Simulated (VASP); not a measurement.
# Ni (Fm-3m) in VASP: single point with PBE

Aim: the single point of Ni with PBE.

Everything below comes from runs of VASP 6.6.1. Logs are shortened: lines on timing, memory, paths and dates and some standing lists are left out, and cuts for length are marked.

## (1) The cell of the first run

It takes space group Fm-3m (No. 225, cubic). Conventional cell: a = 3.521 Å, b = 3.521 Å, c = 3.521 Å, α = 90.00°, β = 90.00°, γ = 90.00°. Ni (site symmetry m-3m) has 12 Ni at 2.49 Å within 3.3 Å.

## (2) Single point, PBE, collinear spin, ferromagnetic start

Input file INCAR:

```
SYSTEM = Ni
PREC = Accurate
ENCUT = 520
EDIFF = 1E-6
ISMEAR = -1
SIGMA = 0.1
LREAL = .FALSE.
LASPH = .TRUE.
NELM = 150
ALGO = Normal
ISIF = 2
LWAVE = .FALSE.
LCHARG = .FALSE.
ISPIN = 2
MAGMOM = 1
LORBIT = 11
LMAXMIX = 4
GGA = PE
NBANDS = 15
```

Input file KPOINTS:

```
Automatic mesh
0
G
  21 21 21
  0 0 0
```

Input file POSCAR:

```
Ni
1.0
    0.0000000000      1.7602622642      1.7602622642
    1.7602622642      0.0000000000      1.7602622642
    1.7602622642      1.7602622642      0.0000000000
Ni
1
Direct
    0.0000000000      0.0000000000      0.0000000000
```

Potentials or basis: VASP PAW PBE potentials, release 64 (Ni).

Launch:

```
> cat potpaw_PBE.64/Ni/POTCAR > POTCAR
> mpirun -np 1 vasp_std > vasp.out
```

OUTCAR:

```text
SYSTEM = Ni
   PREC = Accurate
   ENCUT = 520
   EDIFF = 1E-6
   ISMEAR = -1
   LREAL = .FALSE.
   LASPH = .TRUE.
   NELM = 150
   ISIF = 2
   ISPIN = 2
   LORBIT = 11
   GGA = PE

 ion  position               nearest neighbor table
   1  0.000  0.000  0.000-

  LATTYP: Found a face centered cubic cell.
 ALAT       =     3.5205245284

  Lattice vectors:

 A1 = (   0.0000000000,   1.7602622642,   1.7602622642)
 A2 = (   1.7602622642,   0.0000000000,   1.7602622642)
 A3 = (   1.7602622642,   1.7602622642,   0.0000000000)

Analysis of symmetry for initial positions (statically):
=====================================================================
 Subroutine PRICEL returns:
 Original cell was already a primitive cell.

 Routine SETGRP: Setting up the symmetry group for a
 face centered cubic supercell.

 Subroutine GETGRP returns: Found 48 space group operations
 (whereof 48 operations were pure point group operations)
 out of a pool of 48 trial point group operations.

The static configuration has the point symmetry O_h .

Analysis of symmetry for dynamics (positions and initial velocities):
=====================================================================
 Subroutine PRICEL returns:
 Original cell was already a primitive cell.

 Routine SETGRP: Setting up the symmetry group for a
 face centered cubic supercell.

 Subroutine GETGRP returns: Found 48 space group operations
 (whereof 48 operations were pure point group operations)
 out of a pool of 48 trial point group operations.

The dynamic configuration has the point symmetry O_h .

Analysis of structural, dynamic, and magnetic symmetry:
=====================================================================
 Subroutine PRICEL returns:
 Original cell was already a primitive cell.

 Routine SETGRP: Setting up the symmetry group for a
 face centered cubic supercell.

 Subroutine GETGRP returns: Found 48 space group operations
 (whereof 48 operations were pure point group operations)
 out of a pool of 48 trial point group operations.

The overall configuration has the point symmetry O_h .

 Subroutine INISYM returns: Found 48 space group operations
 (whereof 48 operations are pure point group operations),
 and found     1 'primitive' translations

----------------------------------------------------------------------------------------

                                     Primitive cell

  volume of cell :      10.9084

  direct lattice vectors                    reciprocal lattice vectors
     0.000000000  1.760262264  1.760262264    -0.284048582  0.284048582  0.284048582
     1.760262264  0.000000000  1.760262264     0.284048582 -0.284048582  0.284048582
     1.760262264  1.760262264  0.000000000     0.284048582  0.284048582 -0.284048582

  length of vectors
     2.489386767  2.489386767  2.489386767     0.491986576  0.491986576  0.491986576

  position of ions in fractional coordinates (direct lattice)
     0.000000000  0.000000000  0.000000000

  ion indices of the primitive-cell ions
   primitive index   ion index
                 1           1

----------------------------------------------------------------------------------------

 KPOINTS: Automatic mesh

Automatic generation of k-mesh.
 Grid dimensions read from file:
 generate k-points for:   21   21   21

 Generating k-lattice:

  Cartesian coordinates                     Fractional coordinates (reciprocal lattice)
    -0.013526123  0.013526123  0.013526123     0.047619048  0.000000000  0.000000000
     0.013526123 -0.013526123  0.013526123     0.000000000  0.047619048  0.000000000
     0.013526123  0.013526123 -0.013526123     0.000000000  0.000000000  0.047619048

  Length of vectors
     0.023427932  0.023427932  0.023427932

  Shift w.r.t. Gamma in fractional coordinates (k-lattice)
     0.000000000  0.000000000  0.000000000

 Subroutine IBZKPT returns following result:
 ===========================================

 Found    286 irreducible k-points:

 Following reciprocal coordinates:
            Coordinates               Weight
  0.000000  0.000000  0.000000      1.000000
  0.047619  0.000000  0.000000      8.000000
  0.095238  0.000000  0.000000      8.000000
  0.142857  0.000000  0.000000      8.000000
  0.190476  0.000000  0.000000      8.000000
  0.238095  0.000000  0.000000      8.000000
[... 16 lines left out ...]
 -0.428571  0.047619  0.000000     24.000000
 -0.380952  0.047619  0.000000     24.000000
 [... further k-points ...]
   k-points           NKPTS =    286   k-points in BZ     NKDIM =    286   number of bands    NBANDS=     15
   number of dos      NEDOS =    301   number of ions     NIONS =      1
   total plane-waves  NPLWV =   8000
   dimension x,y,z NGX =    20 NGY =   20 NGZ =   20
   dimension x,y,z NGXF=    40 NGYF=   40 NGZF=   40
   ions per type =               1
   NGX,Y,Z   is equivalent  to a cutoff of  13.36, 13.36, 13.36 a.u.
   NGXF,Y,Z  is equivalent  to a cutoff of  26.71, 26.71, 26.71 a.u.
 SYSTEM =  Ni
   PREC   = accura    normal or accurate (medium, high low for compatibility)
   ISTART =      0    job   : 0-new  1-cont  2-samecut
   ICHARG =      2    charge: 1-file 2-atom 10-const
   ISPIN  =      2    spin polarized calculation?
   LNONCOLLINEAR =      F non collinear calculations
   LSORBIT =      F    spin-orbit coupling
   LASPH  =      T    aspherical Exc in radial PAW
   ENCUT  =  520.0 eV  38.22 Ry    6.18 a.u.   4.63  4.63  4.63*2*pi/ulx,y,z
   NELM   =    150;   NELMIN=  2; NELMDL= -5     # of ELM steps
   EDIFF  = 0.1E-05   stopping-criterion for ELM
   LREAL  =      F    real-space projection
   EDIFFG = 0.1E-04   stopping-criterion for IOM
   NSW    =      0    number of steps for IOM
   IBRION =     -1    ionic relax: 0-MD 1-quasi-New 2-CG
   NFREE  =      0    steps in history (QN), initial steepest desc. (CG)
   ISIF   =      2    stress and relaxation
   ISYM   =      2    0-nonsym 1-usesym 2-fastsym
   POTIM  = 0.5000    time-step for ionic-motion
   TEBEG  =    0.0;   TEEND  =   0.0 temperature during run
   PSTRESS=    0.0 pullay stress
   NELECT =      10.0000    total number of electrons
   NUPDOWN=      -1.0000    fix difference up-down
   EMIN   =  10.00;   EMAX   =-10.00  energy-range for DOS
   EFERMI =   0.00;   METHOD = LEGACY
   ISMEAR =    -1;   SIGMA  =   0.10  broadening in eV -4-tet -1-fermi 0-gaus
   EFERMI_NEDOS =   21; number of points for ismear=-14 and -15
   IALGO  =     38    algorithm
   IMIX   =      4    mixing-type and parameters
     AMIX     =   0.40;   BMIX     =  1.00
     AMIX_MAG =   1.60;   BMIX_MAG =  1.00
  volume/ion in A,a.u.               =      10.91        73.61
  Fermi-wavevector in a.u.,A,eV,Ry     =   1.590331  3.005289 34.411200  2.529152
  Thomas-Fermi vector in A             =   2.689042
   LORBIT       =     11    0 simple, 1 ext, 2 COOP (PROOUT), +10 PAW based schemes
   GGA     = PE    functional components
   LHFCALC =     F    Hartree Fock is set to
   AEXX    =    0.0000 exact exchange contribution
   IVDW    =     0    specifies the selected vdW correction
   LEPSILON=     F    determine dielectric tensor
   LRPA    =     F    only Hartree local field effects (RPA)
 spin polarized calculation
  energy-cutoff  :      520.00
  volume of cell :       10.91
 maximum number of plane-waves:       304
   NGX =  9   NGY =  9   NGZ =  9

 number of electron      10.0000010 magnetization       0.6087933

 Free energy of the ion-electron system (eV)
  ---------------------------------------------------
  ext. energy  EPLUGINS =         0.00000000
  ---------------------------------------------------
  free energy    TOTEN  =        -5.49825638 eV

  energy without entropy =       -5.44379845  energy(sigma->0) =       -5.47102741

 E-fermi :   9.3271     XC(G=0): -13.2400

 val. band max:        9.3239331741   @ k =  -0.3333   0.2381   0.0952
 cond. band min:       9.3307337473   @ k =   0.4286   0.2381   0.0476
 fundamental gap:      0.0068005732
 Fermi energy:         9.3270722710

 spin component 1

 k-point     1 :       0.0000    0.0000    0.0000
  band No.  band energies     occupation
      1       0.3464      1.00000
      2       6.9327      1.00000
      3       6.9327      1.00000
      4       6.9327      1.00000
      5       8.0892      1.00000
      6       8.0892      1.00000
      7      33.0396      0.00000
      8      36.8783      0.00000
      9      36.8783      0.00000
     10      36.8783      0.00000
     11      39.8146      0.00000
     12      39.8146      0.00000
     13      39.8146      0.00000
     14      42.7798      0.00000
     15      49.0551      0.00000
[... 397 lines left out ...]
 k-point    24 :      -0.3810    0.0476    0.0000
  band No.  band energies     occupation
      1       4.3713      1.00000
      2       6.9765      1.00000
      3       7.0281      1.00000
      4       7.5672      1.00000
      5       8.5349      0.99964
      6       8.9217      0.98295
      7      17.2913      0.00000
      8      31.0283      0.00000
      9      33.1725      0.00000
     10      34.7187      0.00000
     11      37.1088      0.00000
     12      38.6901      0.00000
     13      43.3054      0.00000
     14      51.2890      0.00000
     15      52.5217      0.00000

 [... further k-points ...]

 spin component 2

 k-point     1 :       0.0000    0.0000    0.0000
  band No.  band energies     occupation
      1       0.3136      1.00000
      2       7.6539      1.00000
      3       7.6539      1.00000
      4       7.6539      1.00000
      5       8.6728      0.99856
      6       8.6728      0.99856
      7      32.8814      0.00000
      8      36.8647      0.00000
      9      36.8647      0.00000
     10      36.8647      0.00000
     11      39.9109      0.00000
     12      39.9109      0.00000
     13      39.9109      0.00000
     14      42.6560      0.00000
     15      49.2426      0.00000
[... 397 lines left out ...]
 k-point    24 :      -0.3810    0.0476    0.0000
  band No.  band energies     occupation
      1       4.6592      1.00000
      2       7.5752      1.00000
      3       7.6381      1.00000
      4       7.8534      1.00000
      5       9.2534      0.67637
      6       9.5677      0.08270
      7      17.5634      0.00000
      8      30.9750      0.00000
      9      33.1900      0.00000
     10      34.8123      0.00000
     11      37.1469      0.00000
     12      38.7161      0.00000
     13      43.3871      0.00000
     14      51.3602      0.00000
     15      52.7839      0.00000

 [... further k-points ...]
[... 5 lines left out ...]
  --------------------------------------------------------------------------------------
  -------------------------------------------------------------------------------------
  Total       -0.0099802     -0.0099802     -0.0099802      0.0000000      0.0000000     -0.0000000
  in kB       -1.4658405     -1.4658405     -1.4658405      0.0000000      0.0000000     -0.0000000
  external PRESSURE =      -1.4658405 kB  Pullay stress =       0.0000000 kB

 VOLUME and BASIS-vectors are now :
 -----------------------------------------------------------------------------
  energy-cutoff  :      520.00
  volume of cell :       10.91
      direct lattice vectors                 reciprocal lattice vectors
     0.000000000  1.760262264  1.760262264    -0.284048582  0.284048582  0.284048582
     1.760262264  0.000000000  1.760262264     0.284048582 -0.284048582  0.284048582
     1.760262264  1.760262264  0.000000000     0.284048582  0.284048582 -0.284048582

 POSITION                                       TOTAL-FORCE (eV/Angst)
 -----------------------------------------------------------------------------------
      0.00000      0.00000      0.00000         0.000000      0.000000      0.000000
 -----------------------------------------------------------------------------------
    total drift:                                0.000000      0.000000      0.000000

  FREE ENERGIE OF THE ION-ELECTRON SYSTEM (eV)
  ---------------------------------------------------
  free  energy   TOTEN  =        -5.4982563764 eV

  energy  without entropy=       -5.4437984502  energy(sigma->0) =       -5.47102741

 total charge

# of ion       s       p       d       tot
------------------------------------------
    1        0.496   0.495   8.314   9.305

 magnetization (x)

# of ion       s       p       d       tot
------------------------------------------
    1       -0.006  -0.024   0.651   0.620
```

Wall time 54 s (1 thread of Intel Xeon Platinum 8488C (Sapphire Rapids), shared host); peak memory 0.18 GiB.

What came out:

```
Free energy                                           : -5.4983 eV
Pressure                                              : -0.1 GPa
Net moment                                            : 0.61 μB per cell
Site moments                                          : Ni +0.62 μB
Valence electrons inside the program's atomic spheres : Ni 9.30
```

Levels at points of the mesh, in eV from the Fermi level:
Spin up:
```csv
k point,band 1,band 2,band 3,band 4,band 5,band 6,band 7,band 8,band 9,band 10
"(0.00, 0.00, 0.00)",-8.98,-2.39,-2.39,-2.39,-1.24,-1.24,23.71,27.55,27.55,27.55
```
Spin down:
| k point | band 3 | band 4 | band 5 | band 6 | band 7 | band 8 |
| --- | --- | --- | --- | --- | --- | --- |
| (0.00, 0.00, 0.00) | -1.67 | -1.67 | -0.65 | -0.65 | 23.55 | 27.54 |
